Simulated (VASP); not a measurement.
Wanted: the native input for a VASP 6.6.1 run.

* Task: single point
* Functional: PBE
* Potentials or basis: VASP PAW PBE potentials, release 64 (Ca_sv, Se)
* Cutoff: 520 eV
* k mesh: 8 × 8 × 8
* Occupations: fermi-dirac, width 0.02 eV
* Spin: no spin polarisation
* Dipole correction: no
* Further INCAR settings: ALGO = Normal; EDIFF = 1e-07; NBANDS = 15

The structure of CaSe lies in POSCAR:

```
CaSe
1.0
    0.0000000000      2.9972104638      2.9573152465
    2.9972104638      0.0000000000      2.9573152465
    2.9972104638      2.9972104638      0.0000000000
Ca Se
1 1
Direct
    0.0000000000      0.0000000000      0.0000000000
    0.5000000000      0.5000000000      0.5000000000
```

This cell differs from its parent crystal: epitaxial xy strain +1.0%.

The input as run:

INCAR

```
SYSTEM = CaSe
ALGO     = Normal         ! electronic algorithm
EDIFF    = 1E-7           ! SCF threshold, eV
ENCUT    = 520            ! plane-wave cutoff, eV
GGA      = PE             ! functional
ISIF     = 2              ! what is computed and relaxed
ISMEAR   = -1             ! smearing method
LASPH    = .True.         ! aspherical terms in the spheres
LCHARG   = .True.         ! write CHGCAR
LELF     = .True.         ! ELF
LREAL    = .False.        ! projectors in reciprocal space
LVHAR    = .True.       
LWAVE    = .False.        ! write WAVECAR
NBANDS   = 15             ! bands
NELM     = 100            ! most SCF steps
PREC     = Accurate       ! precision mode
SIGMA    = 0.02           ! smearing width, eV
```

KPOINTS

```
k-points
0
Gamma
  8 8 8
  0 0 0
```

Potentials or basis: VASP PAW PBE potentials, release 64 (Ca_sv, Se).

Run with:

```console
$ cat potpaw_PBE.64/Ca_sv/POTCAR potpaw_PBE.64/Se/POTCAR > POTCAR
$ mpirun -np 1 vasp_std > vasp.out
```

It gave:

* Pressure: 0.0 GPa
* Band gap on the k mesh: 2.08 eV, indirect (least direct gap 2.97 eV)

Caveat: the cell differs from its parent crystal (epitaxial xy strain +1.0%).

Run time: 25 s on 1 thread of AMD EPYC 9R45 96-Core Processor (Zen 5), with other jobs on the host, peak memory 0.17 GiB.
